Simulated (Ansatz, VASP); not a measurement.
# GdO: VASP beside Ansatz

Contents of POSCAR:

```
GdO
1.0
    0.0000000000      2.6961340000      2.6961340000
    2.6961340000      0.0000000000      2.6961340000
    2.6961340000      2.6961340000      0.0000000000
Gd O
1 1
Direct
    0.0000000000      0.0000000000      0.0000000000
    0.7500000000      0.7500000000      0.7500000000
```

File INCAR.step1:

```
SYSTEM = GdO
PREC = Accurate
ENCUT = 520
ISMEAR = -1
SIGMA = 0.08
LREAL = .False.
LASPH = .True.
NELM = 150
ISPIN = 2
MAGMOM = 7 0
LMAXMIX = 6
NBANDS = 23
GGA = PE
ALGO = Normal
EDIFF = 1E-4
LWAVE = .True.
LCHARG = .False.
```

Contents of INCAR.step2:

```
SYSTEM = GdO
PREC = Accurate
ENCUT = 520
EDIFF = 1E-8
ISMEAR = -1
SIGMA = 0.08
LREAL = .False.
LASPH = .True.
NELM = 150
ALGO = Normal
ISIF = 2
LWAVE = .False.
LCHARG = .False.
ISPIN = 2
MAGMOM = 7 0
LORBIT = 11
LMAXMIX = 6
METAGGA = R2SCAN
LMIXTAU = .True.
LEFG = .True.
NBANDS = 23
ISTART = 1
```

Contents of KPOINTS:

```
regular mesh
0
Gamma
  13 13 13
  0 0 0
```

Input for Ansatz:

```yaml
crystal:
  lattice:
    - [0.0, 2.696134, 2.696134]
    - [2.696134, 0.0, 2.696134]
    - [2.696134, 2.696134, 0.0]
  atoms:
    - { symbol: Gd, position: [0.0, 0.0, 0.0], spin: 7.0 }
    - { symbol: O, position: [0.75, 0.75, 0.75] }
magnetization:
  spin_polarized: true
kpoints:
  mp_grid: { grid: [13, 13, 13] }
  band_path:
    path:
      - [0.0, 0.0, 0.0]
      - [-0.5, -0.5, 0.0]
      - [-0.375, -0.375, 0.25]
      - [-0.375, 0.0, 0.375]
      - [0.0, 0.0, 0.0]
      - [0.0, 0.0, 0.5]
      - [-0.5, -0.25, 0.25]
      - [-0.5, -0.5, 0.0]
    npoints: 5
scf:
  occupations: { method: fermi_dirac, width: 0.08 }
hamiltonian:
  xc: r2scan
  pseudopotentials: { kind: paw }
output:
  forces: true
  stress: true
  eigenvalues: true
  efg: { contact_densities: true }
```

Alike in both runs: task electric field gradients; functional r2SCAN; k mesh 13 × 13 × 13; occupations fermi-dirac, width 0.08 eV; collinear spin.

|  | VASP | Ansatz |
| --- | --- | --- |
| version | VASP 6.6.1 | Ansatz 0.2.0 |
| potentials or method | VASP PAW PBE potentials, release 64 (Gd, O) | PAW with Ansatz's default frozen-core files, scalar-relativistic |
| plane-wave cutoff (eV) | 520 | 500 |
| valence electrons in the cell | 24 | 24 |

|  | VASP | Ansatz | Ansatz less VASP |
| --- | --- | --- | --- |
| pressure (GPa) | -1.9 | -1.9 | +0.02 |
| net moment per atom (μB) | 3.96 | 3.96 | +0.002 |
| size of the moment on the site where the two differ most (μB) | 6.98 | 7.02 | +0.040 |

VASP's potentials were made for PBE, not for r2SCAN. Site moments also hang on the region over which each program counts them. Ansatz's warnings: stability check not made.

Neither program's run includes spin-orbit coupling.
